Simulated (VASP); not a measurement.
# TiAl3 (Pmm2) in VASP: single point with PBE+D3(BJ)

Aim: the single point of TiAl3 with PBE+D3(BJ).

Program: VASP 6.6.1. These are calculated values, not measurements. Logs are shortened: lines on timing, memory, paths and dates and some standing lists are left out, and cuts for length are marked.

### 1 The cell of the first run

The structure is orthorhombic, space group Pmm2 (No. 25). Conventional cell: a = 2.767 Å, b = 4.638 Å, c = 4.863 Å, α = 90.00°, β = 90.00°, γ = 90.00°. Within 3.6 Å of Ti (site symmetry mm2) lie 2 Ti at 2.77 Å and 10 Al at 2.79 to 2.82 Å. Al (site symmetry mm2) has 8 Al at 2.77 to 2.83 Å and 4 Ti at 2.79 to 2.80 Å within 3.6 Å. Within 3.6 Å of Al (site symmetry mm2) lie 8 Al at 2.77 to 2.82 Å and 4 Ti at 2.82 Å. Al (site symmetry mm2) has 10 Al at 2.77 to 2.83 Å and 2 Ti at 2.81 Å within 3.6 Å.

### 2 Single point, PBE+D3(BJ)

File INCAR:

```
SYSTEM = TiAl3
ALGO = Fast
EDIFF = 1E-6
ENCUT = 520
GGA = PE
ISIF = 2
ISMEAR = 0
IVDW = 12
LASPH = .True.
LCHARG = .False.
LREAL = .False.
LWAVE = .False.
NBANDS = 18
NELM = 100
PREC = Accurate
SIGMA = 0.1
```

File KPOINTS:

```
k-points
0
Gamma
  14 10 10
  0 0 0
```

File POSCAR:

```
TiAl3
1.0
    2.7666359820      0.0000000000      0.0000000000
    0.0000000000      4.6382660275      0.0000000000
    0.0000000000      0.0000000000      4.8629302958
Ti Al
1 3
Direct
    0.0000000000      0.5000000000      0.1633987223
    0.5000000000      0.5000000000      0.6641460424
    0.5000000000      0.0000000000      0.3338834959
    0.0000000000      0.0000000000      0.8385707394
```

Potentials or basis: VASP PAW PBE potentials, release 64 (Ti_sv, Al).

On the command line:

```console
cat potpaw_PBE.64/Ti_sv/POTCAR potpaw_PBE.64/Al/POTCAR > POTCAR
mpirun -np 1 vasp_std > vasp.out
```

OUTCAR:

```text
SYSTEM = TiAl3
   EDIFF = 1E-6
   ENCUT = 520
   GGA = PE
   ISIF = 2
   ISMEAR = 0
   IVDW = 12
   LASPH = .True.
   LREAL = .False.
   NELM = 100
   PREC = Accurate
 IVDW          = 12

 ion  position               nearest neighbor table
   1  0.000  0.500  0.163-   2 2.79   2 2.79   2 2.80   2 2.80   4 2.81   4 2.81   3 2.82   3 2.82
                             3 2.82   3 2.82
   2  0.500  0.500  0.664-   1 2.79   1 2.79   1 2.80   1 2.80   3 2.82   3 2.82   4 2.83   4 2.83
                             4 2.83   4 2.83
   3  0.500  0.000  0.334-   4 2.78   4 2.78   4 2.82   4 2.82   2 2.82   2 2.82   1 2.82   1 2.82
                             1 2.82   1 2.82
   4  0.000  0.000  0.839-   3 2.78   3 2.78   1 2.81   1 2.81   3 2.82   3 2.82   2 2.83   2 2.83
                             2 2.83   2 2.83

  LATTYP: Found a simple orthorhombic cell.
 ALAT       =     2.7666359820
 B/A-ratio  =     1.6765002905
 C/A-ratio  =     1.7577051435

  Lattice vectors:

 A1 = (   2.7666359820,   0.0000000000,   0.0000000000)
 A2 = (   0.0000000000,   4.6382660275,   0.0000000000)
 A3 = (   0.0000000000,   0.0000000000,   4.8629302958)

Analysis of symmetry for initial positions (statically):
=====================================================================
 Subroutine PRICEL returns:
 Original cell was already a primitive cell.

 Routine SETGRP: Setting up the symmetry group for a
 simple orthorhombic supercell.

 Subroutine GETGRP returns: Found  4 space group operations
 (whereof  4 operations were pure point group operations)
 out of a pool of  8 trial point group operations.

The static configuration has the point symmetry C_2v.

Analysis of symmetry for dynamics (positions and initial velocities):
=====================================================================
 Subroutine PRICEL returns:
 Original cell was already a primitive cell.

 Routine SETGRP: Setting up the symmetry group for a
 simple orthorhombic supercell.

 Subroutine GETGRP returns: Found  4 space group operations
 (whereof  4 operations were pure point group operations)
 out of a pool of  8 trial point group operations.

The dynamic configuration has the point symmetry C_2v.

 Subroutine INISYM returns: Found  4 space group operations
 (whereof  4 operations are pure point group operations),
 and found     1 'primitive' translations

----------------------------------------------------------------------------------------

                                     Primitive cell

  volume of cell :      62.4030

  direct lattice vectors                    reciprocal lattice vectors
     2.766635982  0.000000000  0.000000000     0.361449792  0.000000000  0.000000000
     0.000000000  4.638266028  0.000000000     0.000000000  0.215597810  0.000000000
     0.000000000  0.000000000  4.862930296     0.000000000  0.000000000  0.205637330

  length of vectors
     2.766635982  4.638266028  4.862930296     0.361449792  0.215597810  0.205637330

  position of ions in fractional coordinates (direct lattice)
     0.000000000  0.500000000  0.163398722
     0.500000000  0.500000000  0.664146042
     0.500000000  0.000000000  0.333883496
     0.000000000  0.000000000  0.838570739

  ion indices of the primitive-cell ions
   primitive index   ion index
                 1           1
                 2           2
                 3           3
                 4           4

----------------------------------------------------------------------------------------

 KPOINTS: k-points

Automatic generation of k-mesh.
 Grid dimensions read from file:
 generate k-points for:   14   10   10

 Generating k-lattice:

  Cartesian coordinates                     Fractional coordinates (reciprocal lattice)
     0.025817842  0.000000000  0.000000000     0.071428571  0.000000000  0.000000000
     0.000000000  0.021559781  0.000000000     0.000000000  0.100000000  0.000000000
     0.000000000  0.000000000  0.020563733     0.000000000  0.000000000  0.100000000

  Length of vectors
     0.025817842  0.021559781  0.020563733

  Shift w.r.t. Gamma in fractional coordinates (k-lattice)
     0.000000000  0.000000000  0.000000000

 Subroutine IBZKPT returns following result:
 ===========================================

 Found    288 irreducible k-points:

 Following reciprocal coordinates:
            Coordinates               Weight
  0.000000  0.000000  0.000000      1.000000
  0.071429  0.000000  0.000000      2.000000
  0.142857  0.000000  0.000000      2.000000
  0.214286  0.000000  0.000000      2.000000
  0.285714  0.000000  0.000000      2.000000
  0.357143  0.000000  0.000000      2.000000
[... 16 lines left out ...]
  0.428571  0.200000  0.000000      4.000000
  0.500000  0.200000  0.000000      2.000000
 [... further k-points ...]
   k-points           NKPTS =    288   k-points in BZ     NKDIM =    288   number of bands    NBANDS=     18
   number of dos      NEDOS =    301   number of ions     NIONS =      4
   total plane-waves  NPLWV =  31104
   dimension x,y,z NGX =    24 NGY =   36 NGZ =   36
   dimension x,y,z NGXF=    48 NGYF=   72 NGZF=   72
   ions per type =               1   3
   NGX,Y,Z   is equivalent  to a cutoff of  14.42, 12.90, 12.31 a.u.
   NGXF,Y,Z  is equivalent  to a cutoff of  28.84, 25.81, 24.61 a.u.
 SYSTEM =  TiAl3
   PREC   = accura    normal or accurate (medium, high low for compatibility)
   ISTART =      0    job   : 0-new  1-cont  2-samecut
   ICHARG =      2    charge: 1-file 2-atom 10-const
   ISPIN  =      1    spin polarized calculation?
   LNONCOLLINEAR =      F non collinear calculations
   LSORBIT =      F    spin-orbit coupling
   LASPH  =      T    aspherical Exc in radial PAW
   ENCUT  =  520.0 eV  38.22 Ry    6.18 a.u.   5.14  8.62  9.04*2*pi/ulx,y,z
   NELM   =    100;   NELMIN=  2; NELMDL= -5     # of ELM steps
   EDIFF  = 0.1E-05   stopping-criterion for ELM
   LREAL  =      F    real-space projection
   EDIFFG = 0.1E-04   stopping-criterion for IOM
   NSW    =      0    number of steps for IOM
   IBRION =     -1    ionic relax: 0-MD 1-quasi-New 2-CG
   NFREE  =      0    steps in history (QN), initial steepest desc. (CG)
   ISIF   =      2    stress and relaxation
   ISYM   =      2    0-nonsym 1-usesym 2-fastsym
   POTIM  = 0.5000    time-step for ionic-motion
   TEBEG  =    0.0;   TEEND  =   0.0 temperature during run
   PSTRESS=    0.0 pullay stress
   NELECT =      21.0000    total number of electrons
   NUPDOWN=      -1.0000    fix difference up-down
   EMIN   =  10.00;   EMAX   =-10.00  energy-range for DOS
   EFERMI =   0.00;   METHOD = LEGACY
   ISMEAR =     0;   SIGMA  =   0.10  broadening in eV -4-tet -1-fermi 0-gaus
   EFERMI_NEDOS =   21; number of points for ismear=-14 and -15
   IALGO  =     68    algorithm
   IMIX   =      4    mixing-type and parameters
     AMIX     =   0.40;   BMIX     =  1.00
     AMIX_MAG =   1.60;   BMIX_MAG =  1.00
  volume/ion in A,a.u.               =      15.60       105.28
  Fermi-wavevector in a.u.,A,eV,Ry     =   1.138709  2.151848 17.642100  1.296658
  Thomas-Fermi vector in A             =   2.275413
   LORBIT       =      0    0 simple, 1 ext, 2 COOP (PROOUT), +10 PAW based schemes
   GGA     = PE    functional components
   LHFCALC =     F    Hartree Fock is set to
   AEXX    =    0.0000 exact exchange contribution
   IVDW    =    12    specifies the selected vdW correction
   LEPSILON=     F    determine dielectric tensor
   LRPA    =     F    only Hartree local field effects (RPA)
 non-spin polarized calculation
 RMM-DIIS sequential band-by-band and
 Gauss-broadening in eV      SIGMA  =   0.10
  energy-cutoff  :      520.00
  volume of cell :       62.40
 maximum number of plane-waves:      1708
 NGX is ok and might be reduce to    24
   NGX = 11   NGY = 17   NGZ = 19

 number of electron      21.0000004 magnetization

 Free energy of the ion-electron system (eV)
  ---------------------------------------------------
  ext. energy  EPLUGINS =         0.00000000
  ---------------------------------------------------
  free energy    TOTEN  =       -20.00869309 eV

  energy without entropy =      -19.99618876  energy(sigma->0) =      -20.00244093

 E-fermi :   8.4838     XC(G=0): -10.8025

 val. band max:        8.4820105062   @ k =   0.0714   0.5000   0.5000
 cond. band min:       8.4851159911   @ k =   0.1429   0.2000   0.3000
 fundamental gap:      0.0031054849
 Fermi energy:         8.4838229403

 k-point     1 :       0.0000    0.0000    0.0000
  band No.  band energies     occupation
      1     -47.9083      2.00000
      2     -24.2428      2.00000
      3     -24.2410      2.00000
      4     -23.8161      2.00000
      5      -1.8795      2.00000
      6       3.2516      2.00000
[... 10 lines left out ...]
     17      14.6375      0.00000
     18      15.1351      0.00000

 k-point     2 :       0.0714    0.0000    0.0000
  band No.  band energies     occupation
      1     -47.9048      2.00000
      2     -24.2395      2.00000
      3     -24.2376      2.00000
      4     -23.8444      2.00000
      5      -1.7789      2.00000
      6       3.3419      2.00000
[... 10 lines left out ...]
     17      14.4694      0.00000
     18      14.9262      0.00000

 k-point     3 :       0.1429    0.0000    0.0000
  band No.  band energies     occupation
      1     -47.8949      2.00000
      2     -24.2301      2.00000
      3     -24.2281      2.00000
      4     -23.9233      2.00000
      5      -1.4786      2.00000
      6       3.6107      2.00000
[... 10 lines left out ...]
     17      13.0731      0.00000
     18      14.7981      0.00000

 k-point     4 :       0.2143    0.0000    0.0000
  band No.  band energies     occupation
      1     -47.8805      2.00000
      2     -24.2166      2.00000
      3     -24.2142      2.00000
      4     -24.0359      2.00000
      5      -0.9820      2.00000
      6       4.0516      2.00000
[... 10 lines left out ...]
     17      13.1207      0.00000
     18      15.2062      0.00000

 k-point     5 :       0.2857    0.0000    0.0000
  band No.  band energies     occupation
      1     -47.8645      2.00000
      2     -24.2015      2.00000
      3     -24.1988      2.00000
      4     -24.1592      2.00000
      5      -0.2947      2.00000
      6       4.6503      2.00000
[... 10 lines left out ...]
     17      13.4610      0.00000
     18      14.1409      0.00000

 k-point     6 :       0.3571    0.0000    0.0000
  band No.  band energies     occupation
      1     -47.8501      2.00000
      2     -24.2690      2.00000
      3     -24.1879      2.00000
      4     -24.1849      2.00000
      5       0.5766      2.00000
      6       5.3695      2.00000
[... 10 lines left out ...]
     17      12.9807      0.00000
     18      13.4330      0.00000

 k-point     7 :       0.4286    0.0000    0.0000
  band No.  band energies     occupation
      1     -47.8400      2.00000
      2     -24.3441      2.00000
      3     -24.1784      2.00000
      4     -24.1752      2.00000
      5       1.6234      2.00000
      6       4.1870      2.00000
[... 10 lines left out ...]
     17      12.5185      0.00000
     18      14.4398      0.00000

 k-point     8 :       0.5000    0.0000    0.0000
  band No.  band energies     occupation
      1     -47.8365      2.00000
      2     -24.3707      2.00000
      3     -24.1750      2.00000
      4     -24.1717      2.00000
      5       2.8269      2.00000
      6       2.8406      2.00000
[... 10 lines left out ...]
     17      12.1329      0.00000
     18      14.4399      0.00000
[... 229 lines left out ...]
     17      13.1988      0.00000
     18      15.4490      0.00000

 k-point    20 :       0.2143    0.2000    0.0000
  band No.  band energies     occupation
      1     -47.8805      2.00000
      2     -24.2178      2.00000
      3     -24.2141      2.00000
      4     -24.0358      2.00000
      5      -0.7208      2.00000
      6       3.1696      2.00000
[... 10 lines left out ...]
     17      12.6195      0.00000
     18      14.5008      0.00000

 k-point    21 :       0.2857    0.2000    0.0000
  band No.  band energies     occupation
      1     -47.8645      2.00000
      2     -24.2026      2.00000
      3     -24.1987      2.00000
      4     -24.1591      2.00000
      5      -0.0410      2.00000
      6       3.7660      2.00000
[... 10 lines left out ...]
     17      12.6931      0.00000
     18      13.5617      0.00000

 k-point    22 :       0.3571    0.2000    0.0000
  band No.  band energies     occupation
      1     -47.8501      2.00000
      2     -24.2688      2.00000
      3     -24.1888      2.00000
      4     -24.1848      2.00000
      5       0.8205      2.00000
      6       4.4873      2.00000
[... 10 lines left out ...]
     17      12.5416      0.00000
     18      13.1663      0.00000

 k-point    23 :       0.4286    0.2000    0.0000
  band No.  band energies     occupation
      1     -47.8400      2.00000
      2     -24.3439      2.00000
      3     -24.1793      2.00000
      4     -24.1751      2.00000
      5       1.8540      2.00000
      6       4.3582      2.00000
[... 10 lines left out ...]
     17      12.6002      0.00000
     18      12.8028      0.00000

 k-point    24 :       0.5000    0.2000    0.0000
  band No.  band energies     occupation
      1     -47.8364      2.00000
      2     -24.3705      2.00000
      3     -24.1759      2.00000
      4     -24.1717      2.00000
      5       2.9819      2.00000
      6       3.1148      2.00000
[... 10 lines left out ...]
     17      12.7083      0.00000
     18      13.0571      0.00000

 [... further k-points ...]

------------------------ aborting loop because EDIFF is reached ----------------------------------------

 Edisp (eV)   -1.70340

 E8    (eV) :    -0.7771

  FORCE on cell =-STRESS in cart. coord.  units (eV):
  Direction    XX          YY          ZZ          XY          YZ          ZX
  --------------------------------------------------------------------------------------
  -------------------------------------------------------------------------------------
  Total      -0.01809    -0.01030    -0.01034     0.00000     0.00000     0.00000
  in kB      -0.46436    -0.26440    -0.26540     0.00000     0.00000     0.00000
  external pressure =       -0.33 kB  Pullay stress =        0.00 kB

 VOLUME and BASIS-vectors are now :
 -----------------------------------------------------------------------------
  energy-cutoff  :      520.00
  volume of cell :       62.40
      direct lattice vectors                 reciprocal lattice vectors
     2.766635982  0.000000000  0.000000000     0.361449792  0.000000000  0.000000000
     0.000000000  4.638266028  0.000000000     0.000000000  0.215597810  0.000000000
     0.000000000  0.000000000  4.862930296     0.000000000  0.000000000  0.205637330

 POSITION                                       TOTAL-FORCE (eV/Angst)
 -----------------------------------------------------------------------------------
      0.00000      2.31913      0.79460         0.000000      0.000000     -0.000469
      1.38332      2.31913      3.22970         0.000000      0.000000      0.000265
      1.38332      0.00000      1.62365         0.000000      0.000000      0.001370
      0.00000      0.00000      4.07791         0.000000      0.000000     -0.001167
 -----------------------------------------------------------------------------------
    total drift:                               -0.000000      0.000000     -0.000047

  FREE ENERGIE OF THE ION-ELECTRON SYSTEM (eV)
  ---------------------------------------------------
  free  energy   TOTEN  =       -21.7120952952 eV

  energy  without entropy=      -21.6995909662  energy(sigma->0) =      -21.70584313
```

Wall time 18 min (1 thread of Oxide Virtual Turin-like, shared host); peak memory 0.39 GiB.

Results:

```yaml
Free_energy: -21.7121 eV
Pressure: 0.0 GPa
Band_gap_on_the_k_mesh: zero (an odd number of electrons rules out a gap without spin polarisation)
Dispersion_energy_per_atom: -0.426 eV
```
